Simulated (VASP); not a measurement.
A run of VASP 6.6.1:

The input INCAR:

```
PREC = Accurate ; ENCUT = 520
EDIFF = 1E-7 ; ISMEAR = 0
SIGMA = 0.15 ; LREAL = False
LASPH = True ; NELM = 100
ALGO = Normal ; ISIF = 2
LWAVE = False ; LCHARG = False
GGA = PS ; NBANDS = 12
```

KPOINTS

```
Automatic mesh
0
Gamma
  22 22 22
```

The input POSCAR:

```
Ti
1.0
   -1.5759086048      1.5759086048      1.5759086048
    1.5759086048     -1.5759086048      1.5759086048
    1.5759086048      1.5759086048     -1.5759086048
Ti
1
Direct
    0.0000000000      0.0000000000      0.0000000000
```

Potentials or basis: VASP PAW PBE potentials, release 64 (Ti_sv).

Command:

```bash
$ cat potpaw_PBE.64/Ti_sv/POTCAR > POTCAR
$ mpirun -np 1 vasp_std > vasp.out
```

Hardware: 1 thread of Intel(R) Xeon(R) Platinum 8559C (Emerald Rapids), with other jobs on the host.

**Question.** How long does it take, and how much memory?

**Answer.** It took 24 s on 1 thread of Intel(R) Xeon(R) Platinum 8559C (Emerald Rapids) (shared host), peak memory 0.17 GiB. Counts: scf iterations 14, k points 328.
